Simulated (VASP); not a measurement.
**AlAs: single point with PBEsol**

Crystal: AlAs.

```xyz
2
Lattice="0.0000 2.8491 2.8491 2.8491 0.0000 2.8491 2.8491 2.8491 0.0000" Properties=species:S:1:pos:R:3 pbc="T T T"
Al    0.0000    0.0000    0.0000
As    1.4246    1.4246    1.4246
```

- Program: VASP 6.6.1
- Task: single point
- Functional: PBEsol
- Potentials or basis: VASP PAW PBE potentials, release 64 (Al, As)
- Cutoff: 500 eV
- k mesh: 6 × 6 × 6
- Occupations: gaussian, width 0.01 eV
- Spin: no spin polarisation

```json
{
 "Pressure": "-0.6 GPa",
 "Band gap on the k mesh": "1.35 eV, indirect (least direct gap 1.82 eV)"
}
```

Levels at points of the mesh, in eV from the valence-band top:
```csv
k point,band 1,band 2,band 3,band 4,band 5,band 6,band 7,band 8,band 9
"(0.00, 0.00, 0.00)",-11.78,0.00,0.00,0.00,1.82,4.23,4.23,4.23,8.60
"(0.50, 0.00, 0.00)",-10.39,-5.52,-0.81,-0.81,2.00,4.61,4.61,7.54,10.90
"(0.50, 0.50, 0.00)",-9.86,-5.38,-2.14,-2.14,1.35,2.21,10.13,10.13,11.45
```

It took 6.9 s on 1 thread of Intel(R) Xeon(R) 6975P-C (Granite Rapids), on a shared host, peak memory 0.16 GiB.

Caveat: the PAW data sets were made with another functional, which shifts forces and pressure a little. A k mesh can miss the band edges.
